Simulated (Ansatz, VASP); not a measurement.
# Two plane-wave programs on Ge

INCAR

```
ALGO = Normal ; EDIFF = 1E-7
ENCUT = 520 ; GGA = PE
ISIF = 2 ; ISMEAR = 0
LASPH = T ; LCHARG = F
LREAL = F ; LWAVE = F
NBANDS = 13 ; NELM = 100
PREC = Accurate ; SIGMA = 0.028999999999999998
```

File KPOINTS:

```
k-points
0
Gamma
  11 11 10
```

POSCAR

```
Ge
1.0
    1.3971490000     -2.6005160000      0.0000000000
    1.3971490000      2.6005160000      0.0000000000
    0.0000000000      0.0000000000      2.6982310000
Ge
1
Direct
    0.5000000000      0.5000000000      0.0000000000
```

The input input.yaml:

```yaml
crystal:
  lattice:
    - [1.397149, -2.600516, 0.0]
    - [1.397149, 2.600516, 0.0]
    - [0.0, 0.0, 2.698231]
  atoms:
    - { symbol: Ge, position: [0.5, 0.5, 0.0] }
hamiltonian:
  xc: pbe
  pseudopotentials: { kind: paw }
kpoints:
  mp_grid: { grid: [11, 11, 10] }
scf:
  occupations: { method: gaussian, width: 0.029 }
output:
  forces: true
  stress: true
  eigenvalues: true
```

Alike in both runs: task single point; functional PBE; k mesh 11 × 11 × 10; occupations gaussian, width 0.029 eV; no spin polarisation.

|  | VASP | Ansatz |
| --- | --- | --- |
| version | VASP 6.6.1 | Ansatz 0.2.0 |
| potentials or method | VASP PAW PBE potentials, release 64 (Ge_d) | Ansatz PAW |
| plane-wave cutoff (eV) | 520 | 420 |
| valence electrons in the cell | 14 | 14 |

Ansatz gave:

```
gap on the k mesh at the Fermi level (eV)                     : none
pressure (GPa)                                                : -0.6
traceless stress, the component that is largest in VASP (GPa) : -2.18
```

Problem. Which values does VASP return?

Solution. gap on the k mesh at the Fermi level (eV): none; pressure (GPa): -0.6; traceless stress, the component that is largest in VASP (GPa): -2.19.

A gap of «none» marks a metal or a gap that the smearing closes.
